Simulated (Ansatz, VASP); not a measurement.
**RbBr: VASP beside Ansatz**

```xyz
2
Lattice="0.0000 3.4726 3.4726 3.4726 0.0000 3.4726 3.4726 3.4726 0.0000" Properties=species:S:1:pos:R:3 pbc="T T T"
Rb    0.0000    0.0000    0.0000
Br    3.4726    3.4726    3.4726
```

Change from the starting cell: volume scaled by 1.04, PAW files.

Alike in both runs: task electric field gradients; functional PBE; k mesh 7 × 7 × 7; occupations fermi-dirac, width 0.03 eV; no spin polarisation.

|  | VASP | Ansatz |
| --- | --- | --- |
| version | VASP 6.6.1 | Ansatz 0.2.0 |
| potentials or method | VASP PAW PBE potentials, release 64 (Rb_sv, Br) | PAW with Ansatz's default frozen-core files, scalar-relativistic |
| plane-wave cutoff (eV) | 520 | 420 |
| valence electrons in the cell | 16 | 16 |

Ansatz gave:

```
gap on the k mesh at the Fermi level (eV) : 4.27
pressure (GPa)                            : 0.4
```

**Question.** Which values does VASP return?

**Answer.** gap on the k mesh at the Fermi level (eV): 4.26; pressure (GPa): 0.4.

With one functional, cell and mesh, what is left measures potentials, basis and numerics.
